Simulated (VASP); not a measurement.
Wanted: the native input for a VASP 6.6.1 run.

```yaml
Task: single point
Functional: PBE
Potentials_or_basis: VASP PAW PBE potentials, release 64 (Sn_d, O)
Cutoff: 520 eV
k_mesh: 8 × 8 × 8
Occupations: fermi-dirac, width 0.02 eV
Spin: no spin polarisation
Dipole_correction: no
Further_INCAR_settings: ALGO = Normal; EDIFF = 1e-06; NBANDS = 17
```

The structure of SnO lies in POSCAR:

```
SnO
1.0
    0.0000000000      2.4139300532      2.5369732561
    2.4139300532      0.0000000000      2.5369732561
    2.4139300532      2.4139300532      0.0000000000
Sn O
1 1
Direct
    0.0000000000      0.0000000000      0.0000000000
    0.5000000000      0.5000000000      0.5000000000
```

This cell differs from its parent crystal: biaxial xy strain -4.8%.

One way to write it, as run:

INCAR

```
SYSTEM = SnO
ALGO = Normal
EDIFF = 1E-6
ENCUT = 520
GGA = PE
ISIF = 2
ISMEAR = -1
LASPH = .TRUE.
LCHARG = .FALSE.
LREAL = .FALSE.
LWAVE = .FALSE.
NBANDS = 17
NELM = 100
PREC = Accurate
SIGMA = 0.02
```

KPOINTS

```
k-points
0
G
  8 8 8
  0 0 0
```

Potentials or basis: VASP PAW PBE potentials, release 64 (Sn_d, O).

Run with:

```sh
$ cat potpaw_PBE.64/Sn_d/POTCAR potpaw_PBE.64/O/POTCAR > POTCAR
$ mpirun -np 1 vasp_std > vasp.out
```

Results of the run:

```json
{
  "Pressure": "15.7 GPa",
  "Band gap on the k mesh": "0.80 eV, indirect (least direct gap 1.10 eV)"
}
```

Caveat: the cell differs from its parent crystal (biaxial xy strain -4.8%); spin-orbit coupling is left out, which moves the levels of the heavy elements.

Run time: 44 s on 1 thread of AMD EPYC 7R43 64-Core Processor (Zen 3), on a shared host, peak memory 0.13 GiB.
